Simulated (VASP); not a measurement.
Set up this calculation in VASP 6.6.1, as the native input.

```
Task                   : single point
Functional             : PBEsol
Potentials or basis    : VASP PAW PBE potentials, release 64 (Ti_sv)
Cutoff                 : 520 eV
k mesh                 : 18 × 18 × 10
Occupations            : gaussian, width 0.15 eV
Spin                   : no spin polarisation
Dipole correction      : no
Further INCAR settings : ALGO = Fast; EDIFF = 1e-06; NBANDS = 19
```

The structure of Ti lies in POSCAR:

```
Ti
1.0
    2.8276831249      0.0000000000      0.0000000000
   -1.4138415624      2.4488454200      0.0000000000
    0.0000000000      0.0000000000      4.4760406454
Ti
2
Direct
    0.2526489037      0.6666666667      0.2500000000
    0.7473510963      0.3333333333      0.7500000000
```

This cell differs from its parent crystal: atoms displaced along a vibrational mode, the cell strained.

These files were run (other wordings do the same):

INCAR

```
SYSTEM = Ti
PREC = Accurate
ENCUT = 520
EDIFF = 1E-6
ISMEAR = 0
SIGMA = 0.15
LREAL = .False.
LASPH = .True.
NELM = 80
ALGO = Fast
ISIF = 2
LWAVE = .False.
LCHARG = .True.
GGA = PS
LELF = .True.
LVHAR = .True.
NBANDS = 19
```

KPOINTS

```
regular mesh
0
Gamma
  18 18 10
  0 0 0
```

Potentials or basis: VASP PAW PBE potentials, release 64 (Ti_sv).

Run with:

```sh
$ cat potpaw_PBE.64/Ti_sv/POTCAR > POTCAR
$ mpirun -np 1 vasp_std > vasp.out
```

Results of the run:

```yaml
Pressure: 8.0 GPa
Largest_force: 0.338 eV/Å
Band_gap_on_the_k_mesh: zero (bands 12 and 13 overlap by 1.37 eV)
```

Caveat: the cell differs from its parent crystal (atoms displaced along a vibrational mode, the cell strained); the cell stands under pressure; the PAW data sets were made with another functional, which shifts forces and pressure a little.

It took 11 min on 1 thread of Intel(R) Xeon(R) 6975P-C (Granite Rapids), on a shared host, peak memory 0.55 GiB.
